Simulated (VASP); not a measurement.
B3F2:

```
B F
1.0
     3.32399    0.00000    0.00000
     0.00000    3.32399    0.00000
     0.00000    0.00000    4.86410
B F
3 2
Direct
  0.50000 0.00000 0.81339
  0.00000 0.50000 0.81339
  0.00000 0.00000 0.69467
  0.50000 0.00000 0.09102
  0.00000 0.50000 0.09102
```

The cell was generated, and may not be a known phase.

- Program: VASP 6.6.1
- Task: relaxation of cell and atoms
- Functional: PBE
- Potentials or basis: VASP PAW PBE potentials, release 64 (B, F)
- Cutoff: 600 eV
- k mesh: 12 × 12 × 8
- Occupations: gaussian, width 0.1 eV
- Spin: no spin polarisation

At the start: pressure 0.5 GPa; volume 10.75 Å³/atom.

How do energy, volume and symmetry change on relaxing?

Over 23 steps the energy falls by 4.1 meV/atom and the volume is 9.97 Å³/atom (-7.3 %); space group P4mm (No. 99, to 0.1 Å) before and after.

Step by step:
| step | energy change (eV) | largest force (eV/Å) | pressure (GPa) | volume (Å³) |
| --- | --- | --- | --- | --- |
| 1 | 0.0000 | 0.4025 | 0.49 | 53.74 |
| 2 | 0.0355 | 1.0690 | -3.50 | 54.00 |
| 3 | -0.0036 | 0.0856 | -0.50 | 53.80 |
| 4 | -0.0049 | 0.0258 | -0.15 | 53.60 |
| 5 | -0.0053 | 0.1169 | 0.15 | 53.43 |
| 6 | -0.0066 | 0.1199 | 0.02 | 53.35 |
| 7 | -0.0090 | 0.1305 | -0.32 | 53.11 |
| 8 | -0.0075 | 0.2211 | -0.89 | 52.61 |
| 9 | -0.0094 | 0.1568 | -0.49 | 52.94 |
| 10 | -0.0099 | 0.1362 | -0.63 | 52.88 |
| 11 | -0.0110 | 0.1234 | -1.04 | 52.72 |
| 12 | -0.0107 | 0.2543 | -1.83 | 52.40 |
| 13 | -0.0112 | 0.1369 | -1.37 | 52.59 |
| 14 | -0.0122 | 0.1321 | -1.31 | 52.43 |
| 15 | -0.0148 | 0.1155 | -1.11 | 51.95 |
| 16 | -0.0185 | 0.0967 | -0.65 | 51.00 |
| 17 | -0.0175 | 0.0991 | 0.63 | 49.11 |
| 18 | -0.0197 | 0.0990 | -0.10 | 50.22 |
| 19 | -0.0197 | 0.0983 | -0.04 | 50.12 |
| 20 | -0.0201 | 0.0665 | -0.24 | 50.03 |
| 21 | -0.0201 | 0.0864 | -0.30 | 50.01 |
| 22 | -0.0204 | 0.0346 | -0.09 | 49.89 |
| 23 | -0.0205 | 0.0068 | 0.02 | 49.83 |

Final structure:
```xyz
5
Lattice="3.3223 0.0000 0.0000 0.0000 3.3223 0.0000 0.0000 0.0000 4.5147" Properties=species:S:1:pos:R:3 pbc="T T T"
B     1.6611    3.3223    3.6317
B     0.0000    1.6611    3.6317
B     0.0000    0.0000    3.0716
F     1.6611    0.0000    0.4837
F     0.0000    1.6611    0.4837
```

Caveat: an odd number of electrons without spin polarisation forces a metal; a magnetic or distorted state may lie lower.
